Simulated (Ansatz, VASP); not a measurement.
# One calculation of Ta4O, two programs

File INCAR:

```
  ALGO = Normal
  EDIFF = 1E-7
  ENCUT = 520
  GGA = PS
  ISIF = 2
  ISMEAR = 1
  LASPH = True
  LCHARG = False
  LREAL = False
  LWAVE = False
  NBANDS = 33
  NELM = 100
  PREC = Accurate
  SIGMA = 0.1
```

KPOINTS

```
k-points
0
Gamma
  12 12 6
```

POSCAR

```
Ta4O
1.0
    3.2574970000      0.0000000000      0.0000000000
    0.0000000000      3.2574970000      0.0000000000
    0.0000000000      0.0000000000      7.4093410000
Ta O
4 1
Direct
    0.0000000000      0.0000000000      0.5000000000
    0.5000000000      0.5000000000      0.7831580000
    0.5000000000      0.5000000000      0.2168420000
    0.0000000000      0.0000000000      0.0000000000
    0.5000000000      0.5000000000      0.5000000000
```

Input for Ansatz:

```yaml
crystal:
  lattice:
    - [3.257497, 0.0, 0.0]
    - [0.0, 3.257497, 0.0]
    - [0.0, 0.0, 7.409341]
  atoms:
    - { symbol: Ta, position: [0.0, 0.0, 0.5] }
    - { symbol: Ta, position: [0.5, 0.5, 0.783158] }
    - { symbol: Ta, position: [0.5, 0.5, 0.216842] }
    - { symbol: Ta, position: [0.0, 0.0, 0.0] }
    - { symbol: O, position: [0.5, 0.5, 0.5] }
basis:
  ecutwfc: 420
kpoints:
  mp_grid: { grid: [12, 12, 6] }
hamiltonian:
  xc: pbesol
scf:
  occupations: { method: cold, width: 0.1 }
output:
  forces: true
  stress: true
  eigenvalues: true
```

Alike in both runs: task single point; functional PBEsol; k mesh 12 × 12 × 6; no spin polarisation.

```csv
,VASP,Ansatz
version,VASP 6.6.1,Ansatz 0.2.0
potentials or method,"VASP PAW PBE potentials, release 64 (Ta_pv, O), cutoff 520 eV","scalar-relativistic, plane waves, PAW"
occupations,"methfessel-paxton of order 1, width 0.1 eV","cold, width 0.1 eV"
valence electrons in the cell,50,58
```

|  | VASP | Ansatz | Ansatz less VASP |
| --- | --- | --- | --- |
| gap on the k mesh at the Fermi level (eV) | none | none | - |
| pressure (GPa) | -7.9 | -8.2 | -0.28 |
| traceless stress, the component that is largest in VASP (GPa) | -0.30 | -0.46 | -0.161 |
| rms of the force components (eV/Å) | 0.020 | 0.035 | +0.0158 |

VASP's potentials were made for PBE, not for PBEsol. Atom by atom the forces differ by 0.016 eV/Å (rms over components). A gap of «none» marks a metal or a gap that the smearing closes. VASP's potentials hold 50 valence electrons a cell and Ansatz's 58, so a difference there can come from the potentials and not from the codes.

Spin-orbit coupling is off throughout.
